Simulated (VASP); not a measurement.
# CrO2 (P-3m1) in VASP: notebook, part 2 of 2

VASP 6.6.1. Earlier steps stand in the parts before.

### Step 3. Single point, PBEsol, collinear spin, ferromagnetic start (11.25 Å³/atom)

This run uses another cell than the first one, of 11.25 Å³/atom.

File INCAR:

```
PREC = Accurate
ENCUT = 520
EDIFF = 1E-7
ISMEAR = 0
SIGMA = 0.05
LREAL = F
LASPH = T
NELM = 150
ALGO = Normal
ISIF = 2
LWAVE = F
LCHARG = F
ISPIN = 2
MAGMOM = 1.87 0 0
LORBIT = 11
LMAXMIX = 4
GGA = PS
NBANDS = 23
```

File KPOINTS:

```
regular mesh
0
Gamma
  12 12 6
```

File POSCAR:

```
CrO2
1.0
    2.8556714723      0.0000000000      0.0000000000
   -1.4278357361      2.4730840399      0.0000000000
    0.0000000000      0.0000000000      4.7779475610
Cr O
1 2
Direct
    0.0000000000      0.0000000000      0.0000000000
    0.3333333333      0.6666666667      0.1977951062
    0.6666666667      0.3333333333      0.8022048938
```

Potentials or basis: VASP PAW PBE potentials, release 64 (Cr_pv, O).

The run is started by

```sh
$ cat potpaw_PBE.64/Cr_pv/POTCAR potpaw_PBE.64/O/POTCAR > POTCAR
$ mpirun -np 1 vasp_std > vasp.out
```

OUTCAR:

```text
PREC = Accurate
   ENCUT = 520
   EDIFF = 1E-7
   ISMEAR = 0
   LREAL = F
   LASPH = T
   NELM = 150
   ISIF = 2
   ISPIN = 2
   LORBIT = 11
   GGA = PS

 ion  position               nearest neighbor table
   1  0.000  0.000  0.000-   2 1.90   3 1.90   2 1.90   3 1.90   3 1.90   2 1.90
   2  0.333  0.667  0.198-   1 1.90   1 1.90   1 1.90
   3  0.667  0.333  0.802-   1 1.90   1 1.90   1 1.90

  LATTYP: Found a hexagonal cell.
 ALAT       =     2.8556714723
 C/A-ratio  =     1.6731432895

  Lattice vectors:

 A1 = (   2.8556714723,   0.0000000000,   0.0000000000)
 A2 = (  -1.4278357361,   2.4730840399,   0.0000000000)
 A3 = (   0.0000000000,   0.0000000000,   4.7779475610)

Analysis of symmetry for initial positions (statically):
=====================================================================
 Subroutine PRICEL returns:
 Original cell was already a primitive cell.

 Routine SETGRP: Setting up the symmetry group for a
 hexagonal supercell.

[... 1445 lines left out ...]

------------------------ aborting loop because EDIFF is reached ----------------------------------------

  FORCE on cell =-STRESS in cart. coord.  units (eV):
  Direction    XX          YY          ZZ          XY          YZ          ZX
  --------------------------------------------------------------------------------------
  -------------------------------------------------------------------------------------
  Total        0.2206359      0.2206359      0.0916945      0.0000000     -0.0000000     -0.0000000
  in kB       10.4760653     10.4760653      4.3537690      0.0000000     -0.0000000     -0.0000000
  external PRESSURE =       8.4352999 kB  Pullay stress =       0.0000000 kB

 VOLUME and BASIS-vectors are now :
 -----------------------------------------------------------------------------
  energy-cutoff  :      520.00
  volume of cell :       33.74
      direct lattice vectors                 reciprocal lattice vectors
     2.855671472  0.000000000  0.000000000     0.350180338  0.202176712  0.000000000
    -1.427835736  2.473084040  0.000000000     0.000000000  0.404353424  0.000000000
     0.000000000  0.000000000  4.777947561     0.000000000  0.000000000  0.209294888

 POSITION                                       TOTAL-FORCE (eV/Angst)
 -----------------------------------------------------------------------------------
      0.00000      0.00000      0.00000         0.000000      0.000000      0.000000
     -0.00000      1.64872      0.94505        -0.000000      0.000000      0.057501
      1.42784      0.82436      3.83289         0.000000      0.000000     -0.057501
 -----------------------------------------------------------------------------------
    total drift:                                0.000000     -0.000000      0.000000

  FREE ENERGIE OF THE ION-ELECTRON SYSTEM (eV)
  ---------------------------------------------------
  free  energy   TOTEN  =       -25.9611676506 eV

  energy  without entropy=      -25.9593622412  energy(sigma->0) =      -25.96026495

 total charge

# of ion       s       p       d       tot
------------------------------------------
    1        0.365   6.486   4.127  10.977
    2        1.577   3.421   0.000   4.997
    3        1.577   3.421   0.000   4.997
--------------------------------------------------
tot          3.518  13.327   4.127  20.971

 magnetization (x)

# of ion       s       p       d       tot
------------------------------------------
    1        0.023   0.021   1.991   2.035
    2        0.000  -0.046   0.000  -0.046
    3        0.000  -0.046   0.000  -0.046
--------------------------------------------------
tot          0.023  -0.072   1.991   1.942
```

OSZICAR:

```text
N       E                     dE             d eps       ncg     rms          rms(c)
DAV:   1     0.231910067423E+03    0.23191E+03   -0.12910E+04  9200   0.109E+03
DAV:   2    -0.204585426934E+02   -0.25237E+03   -0.23834E+03 10280   0.342E+02
DAV:   3    -0.331203136268E+02   -0.12662E+02   -0.12573E+02 10831   0.848E+01
DAV:   4    -0.332190218153E+02   -0.98708E-01   -0.98689E-01  9816   0.808E+00
DAV:   5    -0.332198095204E+02   -0.78771E-03   -0.78770E-03 10768   0.695E-01    0.306E+01
DAV:   6    -0.312951167242E+02    0.19247E+01   -0.84648E+01 10810   0.703E+01    0.311E+01
DAV:   7    -0.272330022597E+02    0.40621E+01   -0.88797E+01 10081   0.712E+01    0.138E+01
DAV:   8    -0.260443647621E+02    0.11886E+01   -0.35035E+00 10369   0.162E+01    0.415E+00
DAV:   9    -0.259586304085E+02    0.85734E-01   -0.72629E-01 11301   0.605E+00    0.151E+00
DAV:  10    -0.259612021755E+02   -0.25718E-02   -0.39726E-02  9578   0.153E+00    0.868E-01
DAV:  11    -0.259611704788E+02    0.31697E-04   -0.78960E-03  9361   0.801E-01    0.334E-01
DAV:  12    -0.259611619234E+02    0.85554E-05   -0.16251E-03  9396   0.304E-01    0.153E-01
DAV:  13    -0.259611436415E+02    0.18282E-04   -0.25257E-04 10005   0.138E-01    0.691E-02
DAV:  14    -0.259611615841E+02   -0.17943E-04   -0.85415E-05  9305   0.709E-02    0.141E-02
DAV:  15    -0.259611659494E+02   -0.43653E-05   -0.88145E-06  9606   0.207E-02    0.770E-03
DAV:  16    -0.259611673035E+02   -0.13541E-05   -0.21782E-06  9270   0.131E-02    0.247E-03
DAV:  17    -0.259611675854E+02   -0.28197E-06   -0.26310E-07  9644   0.378E-03    0.114E-03
DAV:  18    -0.259611676506E+02   -0.65179E-07   -0.33821E-08  6316   0.132E-03
   1 F= -.25961168E+02 E0= -.25960265E+02  d E =-.180541E-02  mag=     2.0000
```

stdout:

```text
POSCAR found type information on POSCAR CrO
 POSCAR found :  2 types and       3 ions
 scaLAPACK will be used
 -----------------------------------------------------------------------------
|                                                                             |
|                                                                             |
|     You enforced a specific xc type in the INCAR file but a different       |
|     I HOPE YOU KNOW WHAT YOU ARE DOING!                                     |
|                                                                             |
 -----------------------------------------------------------------------------

 LDA part: xc-table for (Slater+PW92), standard interpolation
 POSCAR, INCAR and KPOINTS ok, starting setup
 FFT: planning ... GRIDC
 FFT: planning ... GRID_SOFT
 FFT: planning ... GRID
 WAVECAR not read
 entering main loop
```

It took 5.9 min on 1 thread of Oxide Virtual Turin-like, shared host; peak memory 0.21 GiB.

Results:

- Free energy: -25.9612 eV
- Pressure: 0.8 GPa
- Largest force: 0.058 eV/Å
- Band gap on the k mesh: zero (filled and empty bands overlap)
- Net moment: 2.00 μB per cell
- Site moments: Cr +2.04; O -0.05 μB
- Valence electrons inside the program's atomic spheres: Cr 10.98; O 5.00

Forces on the atoms (eV/Å):
```
Cr   0.000  0.000  0.000
O    0.000  0.000  0.058
O    0.000  0.000 -0.058
```

Stress tensor (GPa, compression positive):
```
1.05 0.00 0.00
0.00 1.05 0.00
0.00 0.00 0.44
```

Levels at points of the mesh, in eV from the Fermi level:
Spin up:
| k point | band 11 | band 12 | band 13 | band 14 | band 15 | band 16 |
| --- | --- | --- | --- | --- | --- | --- |
| (0.00, 0.00, 0.00) | -1.73 | -1.36 | -1.36 | 0.64 | 3.71 | 3.71 |
| (0.50, 0.00, 0.00) | -2.71 | -0.77 | -0.57 | -0.02 | 3.07 | 3.59 |
| (0.00, 0.00, 0.50) | -1.80 | -1.37 | -1.37 | 0.84 | 3.74 | 3.74 |
| (0.50, 0.00, 0.50) | -2.22 | -0.83 | -0.57 | -0.07 | 3.07 | 3.53 |
Spin down:
| k point | band 8 | band 9 | band 10 | band 11 | band 12 | band 13 | band 14 | band 15 |
| --- | --- | --- | --- | --- | --- | --- | --- | --- |
| (0.00, 0.00, 0.00) | -5.51 | -1.81 | -1.81 | -1.80 | 0.88 | 0.88 | 2.48 | 4.65 |
| (0.50, 0.00, 0.00) | -4.66 | -3.65 | -3.18 | -2.73 | 1.11 | 1.83 | 2.01 | 4.17 |
| (0.00, 0.00, 0.50) | -5.29 | -2.87 | -1.84 | -1.84 | 0.88 | 0.88 | 2.59 | 4.68 |
| (0.50, 0.00, 0.50) | -4.70 | -3.52 | -3.11 | -2.24 | 1.08 | 1.82 | 2.00 | 4.15 |

Caveat: an empty level that is flat over the whole mesh can mark a ghost state of the potentials, or a narrow d or f band; the PAW data sets were made with another functional, which shifts forces and pressure a little; a cell with one magnetic atom can't hold antiferromagnetic order, which such compounds often take; semilocal functionals often make such compounds metallic where correlation or magnetic order opens a gap, which also shifts bond lengths.
